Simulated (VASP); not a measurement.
# HfSi (rocksalt type) (Fm-3m) in VASP: further runs, part 2 of 2

VASP 6.6.1.

## 3. Single point, PBEsol

This run uses another cell than the first one, of 10.67 Å³/atom, 0.994 times its volume.

The input, INCAR:

```
  PREC = Accurate
  ENCUT = 500
  EDIFF = 1E-6
  ISMEAR = -1
  SIGMA = 0.1
  LREAL = F
  LASPH = T
  NELM = 120
  ALGO = Normal
  ISIF = 2
  LWAVE = F
  LCHARG = F
  GGA = PS
  NBANDS = 14
  GGA_COMPAT = F
```

The input, KPOINTS:

```
regular mesh
0
Gamma
  15 15 15
```

The input, POSCAR:

```
HfSi
1.0
    0.0000000000      2.2016759297      2.2016759297
    2.2016759297      0.0000000000      2.2016759297
    2.2016759297      2.2016759297      0.0000000000
Hf Si
1 1
Direct
    0.0000000000      0.0000000000      0.0000000000
    0.5000000000      0.5000000000      0.5000000000
```

Potentials or basis: VASP PAW PBE potentials, release 64 (Hf_pv, Si).

Run with:

```bash
$ cat potpaw_PBE.64/Hf_pv/POTCAR potpaw_PBE.64/Si/POTCAR > POTCAR
$ mpirun -np 1 vasp_std > vasp.out
```

OUTCAR:

```text
PREC = Accurate
   ENCUT = 500
   EDIFF = 1E-6
   ISMEAR = -1
   LREAL = F
   LASPH = T
   NELM = 120
   ISIF = 2
   GGA = PS

 ion  position               nearest neighbor table
   1  0.000  0.000  0.000-   2 2.20   2 2.20   2 2.20   2 2.20   2 2.20   2 2.20
   2  0.500  0.500  0.500-   1 2.20   1 2.20   1 2.20   1 2.20   1 2.20   1 2.20

  LATTYP: Found a face centered cubic cell.
 ALAT       =     4.4033518594

  Lattice vectors:

 A1 = (   0.0000000000,   2.2016759297,   2.2016759297)
 A2 = (   2.2016759297,   0.0000000000,   2.2016759297)
 A3 = (   2.2016759297,   2.2016759297,   0.0000000000)

Analysis of symmetry for initial positions (statically):
=====================================================================
 Subroutine PRICEL returns:
 Original cell was already a primitive cell.

 Routine SETGRP: Setting up the symmetry group for a
 face centered cubic supercell.

 Subroutine GETGRP returns: Found 48 space group operations
 (whereof 48 operations were pure point group operations)
 out of a pool of 48 trial point group operations.

The static configuration has the point symmetry O_h .

Analysis of symmetry for dynamics (positions and initial velocities):
=====================================================================
 Subroutine PRICEL returns:
 Original cell was already a primitive cell.

 Routine SETGRP: Setting up the symmetry group for a
 face centered cubic supercell.

 Subroutine GETGRP returns: Found 48 space group operations
 (whereof 48 operations were pure point group operations)
 out of a pool of 48 trial point group operations.

The dynamic configuration has the point symmetry O_h .

 Subroutine INISYM returns: Found 48 space group operations
 (whereof 48 operations are pure point group operations),
 and found     1 'primitive' translations

----------------------------------------------------------------------------------------

                                     Primitive cell

  volume of cell :      21.3447
[... 112 lines left out ...]
  Thomas-Fermi vector in A             =   2.543105
   LORBIT       =      0    0 simple, 1 ext, 2 COOP (PROOUT), +10 PAW based schemes
   GGA     = PS    functional components
   LHFCALC =     F    Hartree Fock is set to
   AEXX    =    0.0000 exact exchange contribution
   IVDW    =     0    specifies the selected vdW correction
   LEPSILON=     F    determine dielectric tensor
   LRPA    =     F    only Hartree local field effects (RPA)
 non-spin polarized calculation
  energy-cutoff  :      500.00
  volume of cell :       21.34
 maximum number of plane-waves:       556
   NGX = 11   NGY = 11   NGZ = 11

 number of electron      14.0000002 magnetization

 Free energy of the ion-electron system (eV)
  ---------------------------------------------------
  ext. energy  EPLUGINS =         0.00000000
  ---------------------------------------------------
  free energy    TOTEN  =       -11.18773818 eV

  energy without entropy =      -11.17575369  energy(sigma->0) =      -11.18174593

 E-fermi :  11.8627     XC(G=0): -13.8640

 val. band max:       11.8341971921   @ k =   0.2667   0.1333   0.0667
 cond. band min:      11.9075684725   @ k =   0.4000   0.3333   0.0667
 fundamental gap:      0.0733712804
 Fermi energy:        11.8627099636

 k-point     1 :       0.0000    0.0000    0.0000
  band No.  band energies     occupation
      1     -16.8558      2.00000
      2     -16.8558      2.00000
      3     -16.8558      2.00000
      4      -1.1300      2.00000
      5      10.7180      1.99998
      6      10.7180      1.99998
      7      10.7180      1.99998
      8      12.5769      0.00158
      9      12.5769      0.00158
     10      17.0752      0.00000
     11      17.0752      0.00000
     12      17.0752      0.00000
     13      20.8226      0.00000
     14      27.3893      0.00000
[... 377 lines left out ...]
      1     -17.3169      2.00000
      2     -16.9861      2.00000
      3     -16.9749      2.00000
      4       0.3680      2.00000
      5       9.2242      2.00000
      6       9.4058      2.00000
      7      11.0538      1.99939
      8      11.4316      1.97352
      9      13.1903      0.00000
     10      18.1568      0.00000
     11      18.8814      0.00000
     12      20.8714      0.00000
     13      24.0743      0.00000
     14      27.3889      0.00000

 [... further k-points ...]
[... 5 lines left out ...]
  --------------------------------------------------------------------------------------
  -------------------------------------------------------------------------------------
  Total       26.2101294     26.2101294     26.2101294      0.0000000     -0.0000000      0.0000000
  in kB     1967.3859627   1967.3859627   1967.3859627      0.0000000     -0.0000000      0.0000000
  external PRESSURE =    1967.3859627 kB  Pullay stress =       0.0000000 kB

 VOLUME and BASIS-vectors are now :
 -----------------------------------------------------------------------------
  energy-cutoff  :      500.00
  volume of cell :       21.34
      direct lattice vectors                 reciprocal lattice vectors
     0.000000000  2.201675930  2.201675930    -0.227099726  0.227099726  0.227099726
     2.201675930  0.000000000  2.201675930     0.227099726 -0.227099726  0.227099726
     2.201675930  2.201675930  0.000000000     0.227099726  0.227099726 -0.227099726

 POSITION                                       TOTAL-FORCE (eV/Angst)
 -----------------------------------------------------------------------------------
      0.00000      0.00000      0.00000         0.000000      0.000000      0.000000
      2.20168      2.20168      2.20168        -0.000000      0.000000     -0.000000
 -----------------------------------------------------------------------------------
    total drift:                                0.000000     -0.000000     -0.000000

  FREE ENERGIE OF THE ION-ELECTRON SYSTEM (eV)
  ---------------------------------------------------
  free  energy   TOTEN  =       -11.1877381807 eV

  energy  without entropy=      -11.1757536861  energy(sigma->0) =      -11.18174593
```

OSZICAR:

```text
N       E                     dE             d eps       ncg     rms          rms(c)
DAV:   1     0.343344887480E+02    0.34334E+02   -0.71788E+03  3376   0.947E+02
DAV:   2    -0.106909276623E+02   -0.45025E+02   -0.42857E+02  4136   0.202E+02
DAV:   3    -0.116221113690E+02   -0.93118E+00   -0.92718E+00  4326   0.211E+01
DAV:   4    -0.116249883678E+02   -0.28770E-02   -0.28768E-02  3918   0.149E+00
DAV:   5    -0.116250021636E+02   -0.13796E-04   -0.13795E-04  4308   0.947E-02    0.986E+01
DAV:   6    -0.112793223429E+02    0.34568E+00   -0.30360E-01  4188   0.394E+00    0.588E+01
DAV:   7    -0.111993032526E+02    0.80019E-01   -0.28661E-01  4338   0.380E+00    0.303E+00
DAV:   8    -0.111876873436E+02    0.11616E-01   -0.46454E-02  3858   0.160E+00    0.323E-01
DAV:   9    -0.111877468363E+02   -0.59493E-04   -0.11102E-03  4296   0.274E-01    0.168E-01
DAV:  10    -0.111877410791E+02    0.57572E-05   -0.71445E-05  4098   0.672E-02    0.131E-01
DAV:  11    -0.111877379988E+02    0.30803E-05   -0.12762E-05  4068   0.250E-02    0.692E-03
DAV:  12    -0.111877381807E+02   -0.18186E-06   -0.52849E-07  2514   0.586E-03
   1 F= -.11187738E+02 E0= -.11181746E+02  d E =-.119845E-01
```

It used 27 s of CPU time on 1 thread of Intel(R) Xeon(R) Platinum 8488C (Sapphire Rapids), with other jobs on the host.

Results:

- Free energy: -11.1877 eV
- Pressure: 196.7 GPa
- Band gap on the k mesh: zero (band 7 reaches 14.36 eV, above the bottom of band 8 at 11.06 eV)

Levels at points of the mesh, in eV from the Fermi level:
```
           k point  band 3  band 4  band 5  band 6  band 7  band 8  band 9  band 10  band 11  band 12
(0.00, 0.00, 0.00)  -28.72  -12.99   -1.14   -1.14   -1.14    0.71    0.71     5.21     5.21     5.21
```

Caveat: the PAW data sets were made with another functional, which shifts forces and pressure a little; spin-orbit coupling is left out, which moves the levels of the heavy elements.

## 4. Single point, PBEsol

This run uses another cell than the first one, of 10.67 Å³/atom, 0.994 times its volume.

The input, INCAR:

```
PREC = Accurate ; ENCUT = 500
EDIFF = 1E-6 ; ISMEAR = -1
SIGMA = 0.1 ; LREAL = False
LASPH = True ; NELM = 120
ALGO = Normal ; ISIF = 2
LWAVE = False ; LCHARG = False
GGA = PS ; NBANDS = 14
GGA_COMPAT = False
```

KPOINTS is that of step 3.

The input, POSCAR:

```
HfSi
1.0
    0.0000000000      2.2014729315      2.2014729315
    2.2014729315      0.0000000000      2.2014729315
    2.2014729315      2.2014729315      0.0000000000
Hf Si
1 1
Direct
    0.0000000000      0.0000000000      0.0000000000
    0.5000000000      0.5000000000      0.5000000000
```

Run with:

```bash
$ cat potpaw_PBE.64/Hf_pv/POTCAR potpaw_PBE.64/Si/POTCAR > POTCAR
$ mpirun -np 1 vasp_std > vasp.out
```

Run time: 32 s. Hardware: 1 thread of Intel Xeon Platinum 8488C (Sapphire Rapids), shared host; peak memory 0.16 GiB.

The run converged. Its results:

```
Free energy            : -11.1805 eV
Pressure               : 196.9 GPa
Band gap on the k mesh : zero (band 7 reaches 14.37 eV, above the bottom of band 8 at 11.07 eV)
```

Levels at points of the mesh, in eV from the Fermi level:
| k point | band 4 | band 5 | band 6 | band 7 | band 8 | band 9 | band 10 | band 11 |
| --- | --- | --- | --- | --- | --- | --- | --- | --- |
| (0.00, 0.00, 0.00) | -12.99 | -1.15 | -1.15 | -1.15 | 0.71 | 0.71 | 5.21 | 5.21 |

Caveat: the PAW data sets were made with another functional, which shifts forces and pressure a little; spin-orbit coupling is left out, which moves the levels of the heavy elements.

## 5. Single point, PBEsol

This run uses another cell than the first one, of 18.57 Å³/atom, 1.730 times its volume.

The input, INCAR:

```
SYSTEM = HfSi
ALGO = Normal
EDIFF = 1E-6
ENCUT = 500
GGA = PS
GGA_COMPAT = .FALSE.
ISIF = 2
ISMEAR = -1
LASPH = .TRUE.
LCHARG = .FALSE.
LREAL = .FALSE.
LWAVE = .FALSE.
NBANDS = 14
NELM = 120
PREC = Accurate
SIGMA = 0.1
```

The input, KPOINTS:

```
k-points
0
G
  13 13 13
  0 0 0
```

The input, POSCAR:

```
HfSi
1.0
    0.0000000000      2.6480965559      2.6480965559
    2.6480965559      0.0000000000      2.6480965559
    2.6480965559      2.6480965559      0.0000000000
Hf Si
1 1
Direct
    0.0000000000      0.0000000000      0.0000000000
    0.5000000000      0.5000000000      0.5000000000
```

Run with:

```bash
$ cat potpaw_PBE.64/Hf_pv/POTCAR potpaw_PBE.64/Si/POTCAR > POTCAR
$ mpirun -np 1 vasp_std > vasp.out
```

It took 67 s on 1 thread of Intel Xeon Platinum 8488C (Sapphire Rapids), shared host; peak memory 0.18 GiB.

Results (log left out):

- Free energy: -17.4603 eV
- Pressure: 0.1 GPa
- Band gap on the k mesh: zero (band 7 reaches 6.45 eV, above the bottom of band 8 at 6.03 eV)

Levels at points of the mesh, in eV from the Fermi level:
```csv
k point,band 3,band 4,band 5,band 6,band 7,band 8,band 9,band 10,band 11,band 12
"(0.00, 0.00, 0.00)",-30.47,-10.42,0.15,0.15,0.15,0.95,0.95,2.55,2.55,2.55
```

Caveat: the PAW data sets were made with another functional, which shifts forces and pressure a little; spin-orbit coupling is left out, which moves the levels of the heavy elements.

## 6. The runs side by side

| cell | k mesh | gap on the mesh (eV) | pressure (GPa) |
| --- | --- | --- | --- |
| a = 3.120 Å, angles 60.0°, 2 atoms | 15 × 15 × 15 | none | 192.7 |
| a = 3.114 Å, angles 60.0°, 2 atoms | 15 × 15 × 15 | none | 196.7 |
| a = 3.113 Å, angles 60.0°, 2 atoms | 15 × 15 × 15 | none | 196.9 |
| a = 3.745 Å, angles 60.0°, 2 atoms | 13 × 13 × 13 | none | 0.1 |

Alike in all rows: task single point; level PBEsol; potentials or basis VASP PAW PBE potentials, release 64 (Hf_pv, Si); no spin polarisation; cutoff (eV) 500; smearing fermi-dirac 0.1 eV.

Caveats: the PAW data sets were made with another functional, which shifts forces and pressure a little; spin-orbit coupling is left out, which moves the levels of the heavy elements.

Total energies depend on the potentials used, so only differences within one code and one set of settings carry meaning.
